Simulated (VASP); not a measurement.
Runs of VASP 6.6.1 on Al. The structure is that of space group P6_3/mmc (No. 194), or close to it. The cells are those of the table. This isn't the form of Al at room conditions, which is fcc.

| cell | gap on the mesh (eV) | pressure (GPa) |
| --- | --- | --- |
| a = 2.709, b = 2.709, c = 9.183 Å, angles 90.0, 90.0, 120.0°, 4 atoms | none | 8.8 |
| a = 2.782, b = 2.782, c = 8.705 Å, angles 90.0, 90.0, 120.0°, 4 atoms | none | 8.8 |
| a = 2.903, b = 2.903, c = 9.381 Å, angles 90.0, 90.0, 120.0°, 4 atoms | none | -5.6 |
| a = 2.753, b = 2.753, c = 9.040 Å, angles 90.0, 90.0, 120.0°, 4 atoms | none | 6.5 |
| a = 2.665, b = 2.665, c = 9.482 Å, angles 90.0, 90.0, 120.0°, 4 atoms | none | (a) |
| a = 2.798, b = 2.798, c = 9.953 Å, angles 90.0, 90.0, 120.0°, 4 atoms | none | (b) |
| a = 2.812, b = 2.812, c = 8.521 Å, angles 90.0, 90.0, 120.0°, 4 atoms | none | 9.4 |
| a = 2.783, b = 2.783, c = 8.849 Å, angles 90.0, 90.0, 120.0°, 4 atoms | none | 6.6 |

Alike in all rows: task single point; level PBE+D3(BJ); potentials or basis VASP PAW PBE potentials, release 64 (Al); no spin polarisation; k mesh 18 × 18 × 6; cutoff (eV) 520; smearing gaussian 0.15 eV.

Question: Fill in the values left out.

Answer: (a) 9.7; (b) -3.9.

Caveats: the cell stands under pressure (at least some runs); the cell stands under tension (at least some runs).

A gap of «none» marks levels without a gap at the run's occupations.
